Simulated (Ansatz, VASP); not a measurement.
## Si3N4: VASP beside Ansatz

INCAR

```
SYSTEM = Si3N4
  PREC = Accurate
  ENCUT = 600
  EDIFF = 1E-7
  ISMEAR = 0
  SIGMA = 0.02
  LREAL = .False.
  LASPH = .True.
  NELM = 80
  ALGO = Normal
  ISIF = 3
  LWAVE = .False.
  LCHARG = .False.
  IBRION = 2
  NSW = 100
  EDIFFG = -0.002
```

File KPOINTS:

```
Automatic mesh
0
Gamma
  6 6 6
  0 0 0
```

The input POSCAR:

```
Si3N4
1.0
    0.0000000000      3.8439113906      3.8439113906
    3.8439113906      0.0000000000      3.8439113906
    3.8439113906      3.8439113906      0.0000000000
Si N
6 8
Direct
    0.6250000000      0.6250000000      0.1250000000
    0.6250000000      0.1250000000      0.6250000000
    0.1250000000      0.6250000000      0.6250000000
    0.6250000000      0.6250000000      0.6250000000
    0.2500000000      0.2500000000      0.2500000000
    0.0000000000      0.0000000000      0.0000000000
    0.8675748384      0.8675748384      0.8675748384
    0.8527245152      0.3824251616      0.3824251616
    0.3824251616      0.3824251616      0.8527245152
    0.3824251616      0.8527245152      0.3824251616
    0.8675748384      0.8675748384      0.3972754848
    0.8675748384      0.3972754848      0.8675748384
    0.3824251616      0.3824251616      0.3824251616
    0.3972754848      0.8675748384      0.8675748384
```

Input for Ansatz:

```yaml
crystal:
  lattice:
    - [0.0, 3.8439113906, 3.8439113906]
    - [3.8439113906, 0.0, 3.8439113906]
    - [3.8439113906, 3.8439113906, 0.0]
  atoms:
    - { symbol: Si, position: [0.625, 0.625, 0.125] }
    - { symbol: Si, position: [0.625, 0.125, 0.625] }
    - { symbol: Si, position: [0.125, 0.625, 0.625] }
    - { symbol: Si, position: [0.625, 0.625, 0.625] }
    - { symbol: Si, position: [0.25, 0.25, 0.25] }
    - { symbol: Si, position: [0.0, 0.0, 0.0] }
    - { symbol: "N", position: [0.8675748384, 0.8675748384, 0.8675748384] }
    - { symbol: "N", position: [0.8527245152, 0.3824251616, 0.3824251616] }
    - { symbol: "N", position: [0.3824251616, 0.3824251616, 0.8527245152] }
    - { symbol: "N", position: [0.3824251616, 0.8527245152, 0.3824251616] }
    - { symbol: "N", position: [0.8675748384, 0.8675748384, 0.3972754848] }
    - { symbol: "N", position: [0.8675748384, 0.3972754848, 0.8675748384] }
    - { symbol: "N", position: [0.3824251616, 0.3824251616, 0.3824251616] }
    - { symbol: "N", position: [0.3972754848, 0.8675748384, 0.8675748384] }
basis:
  ecutwfc: 600.0
kpoints:
  mp_grid: { grid: [6, 6, 6] }
hamiltonian:
  xc: lda
  pseudopotentials: { kind: paw, azcp: { folder: soft_1 } }
scf:
  occupations: { method: gaussian, width: 0.02 }
output:
  forces: true
  stress: true
  eigenvalues: true
  write_density: true
  write_potential: true
  elf: true
  volumetric_format: npy
relax:
  adjacent_minimum: "off"
  f_tol: 0.002
  max_steps: 80
  cell: { stress_tol: 0.02 }
```

Alike in both runs: task relaxation of cell and atoms; functional LDA; k mesh 6 × 6 × 6; occupations gaussian, width 0.02 eV; no spin polarisation.

|  | VASP | Ansatz |
| --- | --- | --- |
| version | VASP 6.6.1 | Ansatz 0.2.0 |
| potentials or method | VASP PAW LDA potentials, release 64 (Si, N), cutoff 600 eV | scalar-relativistic, plane waves, PAW |
| valence electrons in the cell | 64 | 64 |

```csv
,VASP,Ansatz,Ansatz less VASP
"gap on the k mesh at the Fermi level, each at its own relaxed structure (eV)",3.34,3.36,+0.018
relaxed volume (Å³/atom),8.14,8.12,-0.015
relaxed cell length with the largest relative difference (Å),5.442,5.438,-0.0034
```

Ansatz warns that its potentials were made for another functional, while VASP's fit it. LDA's correlation is that of Perdew and Zunger in VASP and of Perdew and Wang (1992) in Ansatz.
